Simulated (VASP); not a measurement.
## TePb: single point with PBE

TePb:

```
Pb Te
1.0
     4.00229    0.00000    0.00000
     0.00000    4.00229    0.00000
     0.00000    0.00000    4.00229
Pb Te
1 1
Direct
  0.00000 0.00000 0.00000
  0.50000 0.50000 0.50000
```

```
Program                : VASP 6.6.1
Task                   : single point
Functional             : PBE
Potentials or basis    : VASP PAW PBE potentials, release 64 (Pb_d, Te)
Cutoff                 : 500 eV
k mesh                 : 7 × 7 × 7
Occupations            : gaussian, width 0.026 eV
Spin                   : no spin polarisation
Dipole correction      : no
Further INCAR settings : ALGO = Normal; EDIFF = 1e-06; NBANDS = 17
```

* Pressure: 0.0 GPa
* Band gap on the k mesh: zero (band 10 reaches 6.57 eV, above the bottom of band 11 at 5.77 eV)

Levels at points of the mesh, in eV from the Fermi level:
| k point | band 6 | band 7 | band 8 | band 9 | band 10 | band 11 | band 12 | band 13 | band 14 | band 15 |
| --- | --- | --- | --- | --- | --- | --- | --- | --- | --- | --- |
| (0.00, 0.00, 0.00) | -12.17 | -6.79 | -1.57 | -1.57 | -1.57 | 4.00 | 4.00 | 5.23 | 5.23 | 5.23 |

Run time: 30 s on 1 thread of AMD EPYC 7R43 64-Core Processor (Zen 3), with other jobs on the host, peak memory 0.14 GiB.

Caveat: spin-orbit coupling is left out, which moves the levels of the heavy elements.
